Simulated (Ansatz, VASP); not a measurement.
# Two plane-wave programs on Ga2O3

```
CELL_PARAMETERS angstrom
6.13879 -1.52366 0.00851
6.13879 1.52366 0.00851
-1.38536 0.00000 5.64246
ATOMIC_POSITIONS crystal
Ga 0.09047 0.09047 0.79528
Ga 0.90953 0.90953 0.20472
Ga 0.65878 0.65878 0.31446
Ga 0.34122 0.34122 0.68554
O 0.16527 0.16527 0.10951
O 0.83473 0.83473 0.89049
O 0.17324 0.17324 0.56276
O 0.82676 0.82676 0.43724
O 0.49628 0.49628 0.25596
O 0.50372 0.50372 0.74404
```

Alike in both runs: functional PBEsol; k mesh 6 × 6 × 6; no spin polarisation.

Ansatz relaxed the structure, and its values are those at the end. VASP's run is a single point on that final structure, the one shown.

|  | VASP | Ansatz |
| --- | --- | --- |
| version | VASP 6.6.1 | Ansatz 0.2.0 |
| potentials or method | VASP PAW PBE potentials, release 64 (Ga_d, O), cutoff 520 eV | scalar-relativistic, plane waves, PAW |
| occupations | gaussian, width 0.01 eV | fixed |
| valence electrons in the cell | 88 | 88 |

|  | VASP | Ansatz | Ansatz less VASP |
| --- | --- | --- | --- |
| gap on the k mesh at the Fermi level (eV) | 2.24 | 2.24 | +0.001 |
| least direct gap on the mesh (eV) | 2.24 | 2.24 | -0.001 |
| pressure (GPa) | 0.3 | 0.0 | -0.28 |
| rms of the force components (eV/Å) | 0.010 | 0.000 | -0.0095 |

VASP's potentials were made for PBE, not for PBEsol.
